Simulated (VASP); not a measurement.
ZnO: single point with PBE+D4

**What was measured.**

From “Electronic structure of alkaline earth and post-transition metal oxides”, 2009, arxiv:0908.1581, for a bulk crystal of ZnO: band gap 3.37 eV.

ZnO:

```xyz
4
Lattice="3.2420 0.0000 0.0000 -1.6210 2.8076 0.0000 0.0000 0.0000 5.2276" Properties=species:S:1:pos:R:3 pbc="T T T"
Zn    0.0000    1.8718    0.0076
Zn    1.6210    0.9359    2.6214
O     0.0000    1.8718    1.9899
O     1.6210    0.9359    4.6037
```

```yaml
Program: VASP 6.6.1
Task: single point
Functional: PBE
Dispersion: D4
Potentials_or_basis: VASP PAW PBE potentials, release 64 (Zn, O)
Cutoff: 520 eV
k_mesh: 8 × 8 × 6
Occupations: gaussian, width 0.05 eV
Spin: no spin polarisation
Dipole_correction: no
Further_INCAR_settings: ALGO = Normal; EDIFF = 1e-06; NBANDS = 26
```

- Pressure: 2.6 GPa
- Band gap on the k mesh: 0.78 eV, direct
- Dispersion energy per atom: -0.239 eV

Stress tensor (GPa, compression positive):
```
2.54 0.00 0.00
0.00 2.54 0.00
0.00 0.00 2.71
```

Levels at points of the mesh, in eV from the valence-band top:
```csv
k point,band 15,band 16,band 17,band 18,band 19,band 20,band 21,band 22
"(0.00, 0.00, 0.00)",-0.79,-0.09,0.00,0.00,0.78,5.22,8.20,12.90
"(0.50, 0.00, 0.00)",-2.83,-2.26,-1.29,-0.84,5.78,6.87,7.58,8.51
"(0.00, 0.00, 0.50)",-0.39,-0.39,-0.39,-0.39,3.45,3.45,10.07,10.07
"(0.50, 0.00, 0.50)",-1.51,-1.51,-1.38,-1.38,5.70,5.70,8.43,8.43
```

Run time: 16 s on 1 thread of Intel(R) Xeon(R) 6975P-C (Granite Rapids), on a shared host, peak memory 0.18 GiB.

Measured gap of ZnO: 3.37 eV (quoted in “Electronic structure of alkaline earth and post-transition metal oxides”, 2009, arxiv:0908.1581). This calculation gives 0.78 eV (-2.59 eV). So large a miss can be the level of theory's own, or it may mean another phase, state or a wrong row. The value is that of PBE+D4, without temperature or zero-point motion. Semilocal functionals fall short of measured gaps as a rule.
